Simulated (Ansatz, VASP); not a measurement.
**As: VASP beside Ansatz**

```
As
1.0
     4.80778    0.00000    0.00000
    -2.40389    4.16366    0.00000
     0.00000    0.00000    2.80019
As
3
Direct
  0.00000 0.00000 0.00000
  0.33333 0.66667 0.50000
  0.66667 0.33333 0.50000
```

Alike in both runs: task single point; functional BLYP; k mesh 8 × 8 × 12; occupations fermi-dirac, width 0.1 eV; no spin polarisation.

|  | VASP | Ansatz |
| --- | --- | --- |
| version | VASP 6.6.1 | Ansatz 0.2.0 |
| potentials or method | VASP PAW PBE potentials, release 64 (As), cutoff 520 eV | plane waves (420 eV) with PAW, scalar-relativistic |
| valence electrons in the cell | 15 | 45 |

```csv
,VASP,Ansatz,Ansatz less VASP
pressure (GPa),10.9,10.5,-0.42
"traceless stress, the component that is largest in VASP (GPa)",-0.38,-0.38,+0.001
```

VASP's potentials were made for PBE, not for BLYP. The functional is the same, so the differences come from potentials, cutoffs and numerics. VASP's potentials hold 15 valence electrons a cell and Ansatz's 45, so a difference there can come from the potentials and not from the codes.
